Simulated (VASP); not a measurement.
Input of a VASP 6.6.1 run:

Contents of INCAR:

```
SYSTEM = ZnS
PREC = Accurate ; ENCUT = 520
EDIFF = 1E-6 ; ISMEAR = 0
SIGMA = 0.05 ; LREAL = .FALSE.
LASPH = .TRUE. ; NELM = 80
ALGO = Normal ; ISIF = 2
LWAVE = .FALSE. ; LCHARG = .FALSE.
GGA = PS ; NBANDS = 16
```

Contents of KPOINTS:

```
regular mesh
0
G
  10 10 10
  0 0 0
```

POSCAR

```
ZnS
1.0
    0.0000000000      2.6782590749      2.6782590749
    2.6782590749      0.0000000000      2.6782590749
    2.6782590749      2.6782590749      0.0000000000
Zn S
1 1
Direct
    0.0000000000      0.0000000000      0.0000000000
    0.7500000000      0.7500000000      0.7500000000
```

Potentials or basis: VASP PAW PBE potentials, release 64 (Zn, S).

Run with:

```bash
$ cat potpaw_PBE.64/Zn/POTCAR potpaw_PBE.64/S/POTCAR > POTCAR
$ mpirun -np 1 vasp_std > vasp.out
```

What does it give for the pressure?

0.2 GPa.

What does it give for the band gap on the k mesh?

2.09 eV.

Caveat: the PAW data sets were made with another functional, which shifts forces and pressure a little.

**Measured values to compare with.**

From “Electronic, vibrational, and thermodynamic properties of ZnS (zincblende and rocksalt structure)”, 2009, arxiv:0911.5022, for a bulk crystal of ZnS at 19 K: band gap 3.85 eV (direct).

A measured gap of ZnS is 3.85 eV (direct; 19 K; quoted in “Electronic, vibrational, and thermodynamic properties of ZnS (zincblende and rocksalt structure)”, 2009, arxiv:0911.5022); the calculated 2.09 eV misses it by -1.76 eV. The value is that of PBEsol, without temperature or zero-point motion. Semilocal functionals fall short of measured gaps as a rule.
